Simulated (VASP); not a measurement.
# Zn (R-3m) in VASP: notebook

Runs on Zn. Level: PBEsol. Tasks: single point.

Program: VASP 6.6.1. These are calculated values, not measurements. Logs are shortened: lines on timing, memory, paths and dates and some standing lists are left out, and cuts for length are marked.

### 1 The cell of the first run

It takes space group R-3m (No. 166, trigonal). The conventional cell has a = 4.540 Å, b = 4.540 Å, c = 2.280 Å, α = 90.00°, β = 90.00°, γ = 120.00°. Within 3.0 Å of Zn (site symmetry -3m) lie 8 Zn at 2.28 to 2.73 Å.

### 2 Single point, PBEsol

INCAR

```
PREC = Accurate
ENCUT = 520
EDIFF = 1E-7
ISMEAR = 0
SIGMA = 0.15
LREAL = False
LASPH = True
NELM = 60
ALGO = Fast
ISIF = 2
LWAVE = False
LCHARG = True
GGA = PS
LELF = True
LVHAR = True
NBANDS = 12
```

KPOINTS

```
regular mesh
0
Gamma
  22 22 22
```

POSCAR

```
Zn
1.0
   -1.7012933350      1.5087950357      1.5087950357
    1.5087950357     -1.7012933350      1.5087950357
    1.5087950357      1.5087950357     -1.7012933350
Zn
1
Direct
    0.0000000000      0.0000000000      0.0000000000
```

Potentials or basis: VASP PAW PBE potentials, release 64 (Zn).

Run with:

```bash
$ cat potpaw_PBE.64/Zn/POTCAR > POTCAR
$ mpirun -np 1 vasp_std > vasp.out
```

OUTCAR:

```text
PREC = Accurate
   ENCUT = 520
   EDIFF = 1E-7
   ISMEAR = 0
   LREAL = False
   LASPH = True
   NELM = 60
   ISIF = 2
   GGA = PS

 ion  position               nearest neighbor table
   1  0.000  0.000  0.000-

  LATTYP: Found a trigonal (rhomboedric) cell.
 ALAT       =     2.7289785509
 COS(alpha) =    -0.3836738462

  Lattice vectors:

 A1 = (  -1.7012933350,   1.5087950357,   1.5087950357)
 A2 = (   1.5087950357,  -1.7012933350,   1.5087950357)
 A3 = (   1.5087950357,   1.5087950357,  -1.7012933350)

Analysis of symmetry for initial positions (statically):
=====================================================================
 Subroutine PRICEL returns:
 Original cell was already a primitive cell.

 Routine SETGRP: Setting up the symmetry group for a
 trigonal (rhombohedral) supercell.

 Subroutine GETGRP returns: Found 12 space group operations
 (whereof 12 operations were pure point group operations)
 out of a pool of 12 trial point group operations.

The static configuration has the point symmetry D_3d.

Analysis of symmetry for dynamics (positions and initial velocities):
=====================================================================
 Subroutine PRICEL returns:
 Original cell was already a primitive cell.

 Routine SETGRP: Setting up the symmetry group for a
 trigonal (rhombohedral) supercell.

 Subroutine GETGRP returns: Found 12 space group operations
 (whereof 12 operations were pure point group operations)
 out of a pool of 12 trial point group operations.

The dynamic configuration has the point symmetry D_3d.

 Subroutine INISYM returns: Found 12 space group operations
 (whereof 12 operations are pure point group operations),
 and found     1 'primitive' translations

----------------------------------------------------------------------------------------

                                     Primitive cell

  volume of cell :      13.5640

  direct lattice vectors                    reciprocal lattice vectors
    -1.701293335  1.508795036  1.508795036     0.045557104  0.357075007  0.357075007
     1.508795036 -1.701293335  1.508795036     0.357075007  0.045557104  0.357075007
     1.508795036  1.508795036 -1.701293335     0.357075007  0.357075007  0.045557104

  length of vectors
     2.728978551  2.728978551  2.728978551     0.507031134  0.507031134  0.507031134

  position of ions in fractional coordinates (direct lattice)
     0.000000000  0.000000000  0.000000000

  ion indices of the primitive-cell ions
   primitive index   ion index
                 1           1

----------------------------------------------------------------------------------------

 KPOINTS: regular mesh

Automatic generation of k-mesh.
 Grid dimensions read from file:
 generate k-points for:   22   22   22

 Generating k-lattice:

  Cartesian coordinates                     Fractional coordinates (reciprocal lattice)
     0.002070777  0.016230682  0.016230682     0.045454545  0.000000000  0.000000000
     0.016230682  0.002070777  0.016230682     0.000000000  0.045454545  0.000000000
     0.016230682  0.016230682  0.002070777    -0.000000000 -0.000000000  0.045454545

  Length of vectors
     0.023046870  0.023046870  0.023046870

  Shift w.r.t. Gamma in fractional coordinates (k-lattice)
     0.000000000  0.000000000  0.000000000

 Subroutine IBZKPT returns following result:
 ===========================================

 Found   1024 irreducible k-points:

 Following reciprocal coordinates:
            Coordinates               Weight
  0.000000  0.000000  0.000000      1.000000
  0.045455  0.000000  0.000000      6.000000
  0.090909  0.000000  0.000000      6.000000
  0.136364  0.000000  0.000000      6.000000
  0.181818 -0.000000 -0.000000      6.000000
  0.227273  0.000000  0.000000      6.000000
[... 16 lines left out ...]
  0.500000  0.045455  0.000000     12.000000
 -0.454545  0.045455 -0.000000     12.000000
 [... further k-points ...]
   k-points           NKPTS =   1024   k-points in BZ     NKDIM =   1024   number of bands    NBANDS=     12
   number of dos      NEDOS =    301   number of ions     NIONS =      1
   total plane-waves  NPLWV =   8000
   dimension x,y,z NGX =    20 NGY =   20 NGZ =   20
   dimension x,y,z NGXF=    40 NGYF=   40 NGZF=   40
   ions per type =               1
   NGX,Y,Z   is equivalent  to a cutoff of  12.18, 12.18, 12.18 a.u.
   NGXF,Y,Z  is equivalent  to a cutoff of  24.37, 24.37, 24.37 a.u.
 SYSTEM =  unknown system
   PREC   = accura    normal or accurate (medium, high low for compatibility)
   ISTART =      0    job   : 0-new  1-cont  2-samecut
   ICHARG =      2    charge: 1-file 2-atom 10-const
   ISPIN  =      1    spin polarized calculation?
   LNONCOLLINEAR =      F non collinear calculations
   LSORBIT =      F    spin-orbit coupling
   LASPH  =      T    aspherical Exc in radial PAW
   ENCUT  =  520.0 eV  38.22 Ry    6.18 a.u.   5.07  5.07  5.07*2*pi/ulx,y,z
   NELM   =     60;   NELMIN=  2; NELMDL= -5     # of ELM steps
   EDIFF  = 0.1E-06   stopping-criterion for ELM
   LREAL  =      F    real-space projection
   EDIFFG = 0.1E-05   stopping-criterion for IOM
   NSW    =      0    number of steps for IOM
   IBRION =     -1    ionic relax: 0-MD 1-quasi-New 2-CG
   NFREE  =      0    steps in history (QN), initial steepest desc. (CG)
   ISIF   =      2    stress and relaxation
   ISYM   =      2    0-nonsym 1-usesym 2-fastsym
   POTIM  = 0.5000    time-step for ionic-motion
   TEBEG  =    0.0;   TEEND  =   0.0 temperature during run
   PSTRESS=    0.0 pullay stress
   NELECT =      12.0000    total number of electrons
   NUPDOWN=      -1.0000    fix difference up-down
   EMIN   =  10.00;   EMAX   =-10.00  energy-range for DOS
   EFERMI =   0.00;   METHOD = LEGACY
   ISMEAR =     0;   SIGMA  =   0.15  broadening in eV -4-tet -1-fermi 0-gaus
   EFERMI_NEDOS =   21; number of points for ismear=-14 and -15
   IALGO  =     68    algorithm
   IMIX   =      4    mixing-type and parameters
     AMIX     =   0.40;   BMIX     =  1.00
     AMIX_MAG =   1.60;   BMIX_MAG =  1.00
  volume/ion in A,a.u.               =      13.56        91.53
  Fermi-wavevector in a.u.,A,eV,Ry     =   1.571590  2.969875 33.604973  2.469896
  Thomas-Fermi vector in A             =   2.673151
   LORBIT       =      0    0 simple, 1 ext, 2 COOP (PROOUT), +10 PAW based schemes
   GGA     = PS    functional components
   LHFCALC =     F    Hartree Fock is set to
   AEXX    =    0.0000 exact exchange contribution
   IVDW    =     0    specifies the selected vdW correction
   LEPSILON=     F    determine dielectric tensor
   LRPA    =     F    only Hartree local field effects (RPA)
 non-spin polarized calculation
 RMM-DIIS sequential band-by-band and
 Gauss-broadening in eV      SIGMA  =   0.15
  energy-cutoff  :      520.00
  volume of cell :       13.56
 maximum number of plane-waves:       381
   NGX = 11   NGY = 11   NGZ = 11

 number of electron      11.9999991 magnetization

 Free energy of the ion-electron system (eV)
  ---------------------------------------------------
  ext. energy  EPLUGINS =         0.00000000
  ---------------------------------------------------
  free energy    TOTEN  =        -1.35039724 eV

  energy without entropy =       -1.34725263  energy(sigma->0) =       -1.34882493

 E-fermi :   3.6828     XC(G=0): -12.2998

 val. band max:        3.6817734603   @ k =  -0.4545   0.4545   0.1818
 cond. band min:       3.6905106344   @ k =   0.2273   0.2273   0.1364
 fundamental gap:      0.0087371742
 Fermi energy:         3.6828493147

 k-point     1 :       0.0000    0.0000    0.0000
  band No.  band energies     occupation
      1      -7.5843      2.00000
      2      -4.9523      2.00000
      3      -4.1632      2.00000
      4      -4.1632      2.00000
      5      -3.4830      2.00000
      6      -3.4830      2.00000
      7      20.5332      0.00000
      8      20.5332      0.00000
      9      22.5760      0.00000
     10      24.2954      0.00000
     11      24.2954      0.00000
     12      26.6022      0.00000

 k-point     2 :       0.0455    0.0000    0.0000
  band No.  band energies     occupation
      1      -7.4981      2.00000
      2      -4.9247      2.00000
      3      -4.1662      2.00000
      4      -4.1526      2.00000
      5      -3.5054      2.00000
      6      -3.4972      2.00000
      7      20.3029      0.00000
      8      20.4392      0.00000
      9      22.2919      0.00000
     10      24.5108      0.00000
     11      24.9223      0.00000
     12      26.4070      0.00000

 k-point     3 :       0.0909    0.0000    0.0000
  band No.  band energies     occupation
      1      -7.2414      2.00000
      2      -4.8443      2.00000
      3      -4.1758      2.00000
      4      -4.1208      2.00000
      5      -3.5684      2.00000
      6      -3.5372      2.00000
      7      19.7545      0.00000
      8      20.0680      0.00000
      9      22.1447      0.00000
     10      24.7792      0.00000
     11      25.3750      0.00000
     12      26.1820      0.00000

 k-point     4 :       0.1364    0.0000    0.0000
  band No.  band energies     occupation
      1      -6.8219      2.00000
      2      -4.7172      2.00000
      3      -4.1946      2.00000
      4      -4.0679      2.00000
      5      -3.6597      2.00000
      6      -3.5954      2.00000
      7      19.0843      0.00000
      8      19.4813      0.00000
      9      22.4319      0.00000
     10      22.5471      0.00000
     11      25.0997      0.00000
     12      26.5110      0.00000

 k-point     5 :       0.1818   -0.0000   -0.0000
  band No.  band energies     occupation
      1      -6.2607      2.00000
      2      -4.5511      2.00000
      3      -4.2266      2.00000
      4      -3.9921      2.00000
      5      -3.7563      2.00000
      6      -3.6603      2.00000
      7      18.3809      0.00000
      8      18.8732      0.00000
      9      19.8121      0.00000
     10      23.0142      0.00000
     11      24.4927      0.00000
     12      25.0472      0.00000
[... 228 lines left out ...]
      1      -5.0808      2.00000
      2      -4.5876      2.00000
      3      -3.8137      2.00000
      4      -3.7389      2.00000
      5      -3.2128      2.00000
      6       0.5250      2.00000
      7       6.5267      0.00000
      8      15.2848      0.00000
      9      16.9702      0.00000
     10      20.1763      0.00000
     11      21.7551      0.00000
     12      29.0452      0.00000

 k-point    22 :       0.4545    0.0455   -0.0000
  band No.  band energies     occupation
      1      -5.1135      2.00000
      2      -4.6074      2.00000
      3      -3.8114      2.00000
      4      -3.7252      2.00000
      5      -3.1467      2.00000
      6       1.6310      2.00000
      7       5.1515      0.00000
      8      14.9014      0.00000
      9      16.6089      0.00000
     10      20.2751      0.00000
     11      21.8869      0.00000
     12      30.1355      0.00000

 k-point    23 :       0.5000    0.0455    0.0000
  band No.  band energies     occupation
      1      -5.1121      2.00000
      2      -4.5991      2.00000
      3      -3.8121      2.00000
      4      -3.7269      2.00000
      5      -3.1547      2.00000
      6       1.4081      2.00000
      7       5.4122      0.00000
      8      14.6935      0.00000
      9      16.3735      0.00000
     10      20.5445      0.00000
     11      22.1223      0.00000
     12      29.9272      0.00000

 k-point    24 :      -0.4545    0.0455   -0.0000
  band No.  band energies     occupation
      1      -5.0784      2.00000
      2      -4.5648      2.00000
      3      -3.8146      2.00000
      4      -3.7433      2.00000
      5      -3.2361      2.00000
      6       0.1625      2.00000
      7       7.0053      0.00000
      8      14.6558      0.00000
      9      16.2724      0.00000
     10      20.9746      0.00000
     11      22.4642      0.00000
     12      28.7296      0.00000

 [... further k-points ...]

------------------------ aborting loop because EDIFF is reached ----------------------------------------

  FORCE on cell =-STRESS in cart. coord.  units (eV):
  Direction    XX          YY          ZZ          XY          YZ          ZX
  --------------------------------------------------------------------------------------
  -------------------------------------------------------------------------------------
  Total        1.1464306      1.1464306      1.1464306      1.0123835      1.0123835      1.0123835
  in kB      135.4161852    135.4161852    135.4161852    119.5825599    119.5825599    119.5825599
  external PRESSURE =     135.4161852 kB  Pullay stress =       0.0000000 kB

 VOLUME and BASIS-vectors are now :
 -----------------------------------------------------------------------------
  energy-cutoff  :      520.00
  volume of cell :       13.56
      direct lattice vectors                 reciprocal lattice vectors
    -1.701293335  1.508795036  1.508795036     0.045557104  0.357075007  0.357075007
     1.508795036 -1.701293335  1.508795036     0.357075007  0.045557104  0.357075007
     1.508795036  1.508795036 -1.701293335     0.357075007  0.357075007  0.045557104

 POSITION                                       TOTAL-FORCE (eV/Angst)
 -----------------------------------------------------------------------------------
      0.00000      0.00000      0.00000         0.000000      0.000000     -0.000000
 -----------------------------------------------------------------------------------
    total drift:                                0.000000     -0.000000      0.000000

  FREE ENERGIE OF THE ION-ELECTRON SYSTEM (eV)
  ---------------------------------------------------
  free  energy   TOTEN  =        -1.3503972352 eV

  energy  without entropy=       -1.3472526253  energy(sigma->0) =       -1.34882493
```

Run time: 75 s. Hardware: 1 thread of Intel Xeon 6975P-C (Granite Rapids), shared host; peak memory 0.26 GiB.

What came out:

```
Free energy            : -1.3504 eV
Pressure               : 13.5 GPa
Band gap on the k mesh : zero (band 6 reaches 7.46 eV, above the bottom of band 7 at 1.75 eV)
```

Caveat: the PAW data sets were made with another functional, which shifts forces and pressure a little.

### 3 Single point, PBEsol

This run uses another cell than the first one, of 13.95 Å³/atom, 1.028 times its volume.

INCAR

```
SYSTEM = Zn
  ALGO = Fast
  EDIFF = 1E-6
  ENCUT = 520
  GGA = PS
  ISIF = 2
  ISMEAR = 0
  LASPH = .True.
  LCHARG = .True.
  LELF = .True.
  LREAL = .False.
  LVHAR = .True.
  LWAVE = .False.
  NBANDS = 12
  NELM = 100
  PREC = Accurate
  SIGMA = 0.15
```

KPOINTS

```
k-points
0
Gamma
  22 22 22
  0 0 0
```

POSCAR

```
Zn
1.0
   -1.9196818983      1.5418031174      1.5418031174
    1.5418031174     -1.9196818983      1.5418031174
    1.5418031174      1.5418031174     -1.9196818983
Zn
1
Direct
    0.0000000000      0.0000000000      0.0000000000
```

Potentials or basis: VASP PAW PBE potentials, release 64 (Zn).

Run with:

```bash
$ cat potpaw_PBE.64/Zn/POTCAR > POTCAR
$ mpirun -np 1 vasp_std > vasp.out
```

Run time: 70 s. Hardware: 1 thread of Intel Xeon 6975P-C (Granite Rapids), shared host; peak memory 0.27 GiB.

Results (log left out):

```yaml
Free_energy: -0.5353 eV
Pressure: 38.4 GPa
Band_gap_on_the_k_mesh: zero (band 6 reaches 7.00 eV, above the bottom of band 7 at 0.20 eV)
```

Stress tensor (GPa, compression positive):
```
38.44 41.79 41.79
41.79 38.44 41.79
41.79 41.79 38.44
```

Levels at points of the mesh, in eV from the Fermi level:
```csv
k point,band 3,band 4,band 5,band 6,band 7,band 8,band 9,band 10
"(0.00, 0.00, 0.00)",-7.87,-7.87,-6.71,-6.71,12.56,12.56,16.26,17.36
"(0.50, 0.00, 0.00)",-7.43,-7.25,-6.53,-0.32,3.86,11.52,13.75,16.27
"(0.50, 0.50, 0.00)",-7.28,-6.70,-6.65,-3.90,-3.07,7.26,12.02,28.16
"(0.50, 0.50, 0.50)",-7.20,-7.20,-6.22,3.74,7.24,7.24,10.62,10.62
```

Caveat: the PAW data sets were made with another functional, which shifts forces and pressure a little.

### 4 Single point, PBEsol

This run uses another cell than the first one, of 13.95 Å³/atom, 1.028 times its volume.

INCAR

```
SYSTEM = Zn
PREC = Accurate
ENCUT = 520
EDIFF = 1E-7
ISMEAR = 0
SIGMA = 0.15
LREAL = .False.
LASPH = .True.
NELM = 80
ALGO = Fast
ISIF = 2
LWAVE = .False.
LCHARG = .False.
GGA = PS
NBANDS = 12
```

KPOINTS

```
regular mesh
0
Gamma
  22 22 22
  0 0 0
```

POSCAR

```
Zn
1.0
   -1.1128350630      1.5441527516      1.5441527516
    1.5441527516     -1.1128350630      1.5441527516
    1.5441527516      1.5441527516     -1.1128350630
Zn
1
Direct
    0.0000000000      0.0000000000      0.0000000000
```

Run with:

```bash
$ cat potpaw_PBE.64/Zn/POTCAR > POTCAR
$ mpirun -np 1 vasp_std > vasp.out
```

Run time: 53 s. Hardware: 1 thread of Intel Xeon 6975P-C (Granite Rapids), shared host; peak memory 0.26 GiB.

Results (log left out):

```yaml
Free_energy: -1.2985 eV
Pressure: 13.5 GPa
Band_gap_on_the_k_mesh: zero (band 6 reaches 8.19 eV, above the bottom of band 7 at 1.04 eV)
```

Stress tensor (GPa, compression positive):
```
13.52 -4.94 -4.94
-4.94 13.52 -4.94
-4.94 -4.94 13.52
```

Levels at points of the mesh, in eV from the Fermi level:
| k point | band 4 | band 5 | band 6 | band 7 | band 8 | band 9 |
| --- | --- | --- | --- | --- | --- | --- |
| (0.00, 0.00, 0.00) | -7.12 | -6.99 | -6.99 | 15.40 | 15.82 | 15.82 |
| (0.50, 0.00, 0.00) | -7.24 | -6.98 | -3.76 | -2.29 | 16.66 | 16.88 |
| (0.50, 0.50, 0.00) | -7.21 | -6.58 | -0.79 | 2.64 | 4.68 | 9.39 |
| (0.50, 0.50, 0.50) | -6.58 | -6.58 | 4.86 | 4.86 | 7.30 | 10.29 |

Caveat: the PAW data sets were made with another functional, which shifts forces and pressure a little.

(Part 1 of 2 ends here.)
